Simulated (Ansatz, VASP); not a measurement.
## One calculation of GaSb, two programs

INCAR

```
PREC     = Accurate       # precision mode
ENCUT    = 520            # plane-wave cutoff, eV
EDIFF    = 1E-6           # SCF threshold, eV
ISMEAR   = -1             # smearing method
SIGMA    = 0.06           # smearing width, eV
LREAL    = F              # projectors in reciprocal space
LASPH    = T              # aspherical terms in the spheres
NELM     = 80             # most SCF steps
ALGO     = Normal         # electronic algorithm
ISIF     = 2              # what is computed and relaxed
LWAVE    = F              # write WAVECAR
LCHARG   = F              # write CHGCAR
GGA      = PE             # functional
NBANDS   = 16             # bands
```

File KPOINTS:

```
regular mesh
0
Gamma
  4 4 4
```

POSCAR

```
GaSb
1.0
   -1.5559010000      2.6750030000      2.8933130000
    1.5559010000     -2.6750030000      2.8933130000
    1.5559010000      2.6750030000     -2.8933130000
Sb Ga
1 1
Direct
    0.5000000000      0.5000000000      0.0000000000
    0.0000000000      0.0000000000      0.0000000000
```

input.yaml

```yaml
crystal:
  lattice:
    - [-1.555901, 2.675003, 2.893313]
    - [1.555901, -2.675003, 2.893313]
    - [1.555901, 2.675003, -2.893313]
  atoms:
    - { symbol: Sb, position: [0.5, 0.5, 0.0] }
    - { symbol: Ga, position: [0.0, 0.0, 0.0] }
kpoints:
  mp_grid: { grid: [4, 4, 4] }
scf:
  occupations: { method: fermi_dirac, width: 0.06 }
hamiltonian:
  xc: pbe
  pseudopotentials: { kind: all_electron, lapw: { basis_error: 0.004 } }
output:
  forces: true
  stress: true
  eigenvalues: true
```

Alike in both runs: task single point; functional PBE; k mesh 4 × 4 × 4; occupations fermi-dirac, width 0.06 eV; no spin polarisation.

```csv
,VASP,Ansatz
version,VASP 6.6.1,Ansatz 0.2.0
potentials or method,"VASP PAW PBE potentials, release 64 (Sb, Ga_d), cutoff 520 eV","all-electron LAPW, scalar-relativistic"
```

VASP gave:

```
gap on the k mesh at the Fermi level (eV)                     : none
pressure (GPa)                                                : -0.9
traceless stress, the component that is largest in VASP (GPa) : 4.77
```

Task: What did Ansatz give for the same quantities?

Result: gap on the k mesh at the Fermi level (eV): none; pressure (GPa): -0.9; traceless stress, the component that is largest in VASP (GPa): 4.80.

A gap of «none» marks a metal or a gap that the smearing closes. Ansatz ran all-electron here, and VASP with PAW potentials.

The k mesh is coarse, so the values compare programs but aren't converged. Neither program's run includes spin-orbit coupling. Noted on Ansatz's run: the k mesh is thin for a metal, which can move the energy by tens of meV per atom.
